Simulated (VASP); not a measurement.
Write the native input for VASP 6.6.1 that does the following.

```yaml
Task: single point
Functional: PBE
Dispersion: D3(BJ)
Potentials_or_basis: VASP PAW PBE potentials, release 64 (Cl)
Cutoff: 520 eV
k_mesh: 4 × 8 × 4
Occupations: gaussian, width 0.02 eV
Spin: no spin polarisation
Dipole_correction: no
Further_INCAR_settings: ALGO = Normal; EDIFF = 1e-07; NBANDS = 38
```

The structure of Cl lies in POSCAR:

```
Cl
1.0
    6.5914602617      0.0000000000      0.0000000000
    0.0000000000      4.0687806256      0.0000000000
    0.0000000000      0.0000000000      7.9708127275
Cl
8
Direct
    0.5000000000      0.3715206404      0.1094776500
    0.5000000000      0.8715206404      0.3905223500
    0.5000000000      0.6284793596      0.8905223500
    0.5000000000      0.1284793596      0.6094776500
    0.0000000000      0.8715206404      0.1094776500
    0.0000000000      0.3715206404      0.3905223500
    0.0000000000      0.1284793596      0.8905223500
    0.0000000000      0.6284793596      0.6094776500
```

This cell differs from its parent crystal: strain along c alone, the other axes held: -1.5 %, then relaxed in part.

The input as run:

INCAR

```
SYSTEM = Cl
PREC = Accurate
ENCUT = 520
EDIFF = 1E-7
ISMEAR = 0
SIGMA = 0.02
LREAL = .FALSE.
LASPH = .TRUE.
NELM = 80
ALGO = Normal
ISIF = 2
LWAVE = .FALSE.
LCHARG = .FALSE.
GGA = PE
IVDW = 12
NBANDS = 38
```

KPOINTS

```
regular mesh
0
G
  4 8 4
  0 0 0
```

Potentials or basis: VASP PAW PBE potentials, release 64 (Cl).

Run with:

```console
$ cat potpaw_PBE.64/Cl/POTCAR > POTCAR
$ mpirun -np 1 vasp_std > vasp.out
```

It gave:

The pressure is -0.2 GPa. The largest force is 0.168 eV/Å. The band gap on the k mesh is 2.30 eV. The dispersion energy per atom is -0.166 eV.

Caveat: the cell differs from its parent crystal (strain along c alone, the other axes held: -1.5 %, then relaxed in part).

Wall time 9.3 min on 1 thread of Intel Xeon 8259CL, with other jobs on the host, peak memory 0.43 GiB.
